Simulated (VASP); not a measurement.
Input of a VASP 6.6.1 run:

Contents of INCAR:

```
PREC     = Accurate       # precision mode
ENCUT    = 520            # plane-wave cutoff, eV
EDIFF    = 1E-6           # SCF threshold, eV
ISMEAR   = -1             # smearing method
SIGMA    = 0.05           # smearing width, eV
LREAL    = False          # projectors in reciprocal space
LASPH    = True           # aspherical terms in the spheres
NELM     = 80             # most SCF steps
ALGO     = Normal         # electronic algorithm
ISIF     = 2              # what is computed and relaxed
LWAVE    = False          # write WAVECAR
LCHARG   = False          # write CHGCAR
GGA      = PS             # functional
NBANDS   = 32             # bands
```

Contents of KPOINTS:

```
Automatic mesh
0
Gamma
  10 10 10
```

Contents of POSCAR:

```
Lu
1.0
    0.0000000000      3.1484096332      3.1484096332
    3.1484096332      0.0000000000      3.1484096332
    3.1484096332      3.1484096332      0.0000000000
Lu
2
Direct
   -0.1250000000     -0.1250000000     -0.1250000000
    0.1250000000      0.1250000000      0.1250000000
```

Potentials or basis: VASP PAW PBE potentials, release 64 (Lu).

Command:

```console
$ cat potpaw_PBE.64/Lu/POTCAR > POTCAR
$ mpirun -np 1 vasp_std > vasp.out
```

Q: Predict the band gap on the k mesh.

A: Zero (band 25 reaches 1.78 eV, above the bottom of band 26 at 0.94 eV).

Q: Estimate the pressure.

A: 5.2 GPa.

Caveat: the PAW data sets were made with another functional, which shifts forces and pressure a little; spin-orbit coupling is left out, which moves the levels of the heavy elements.
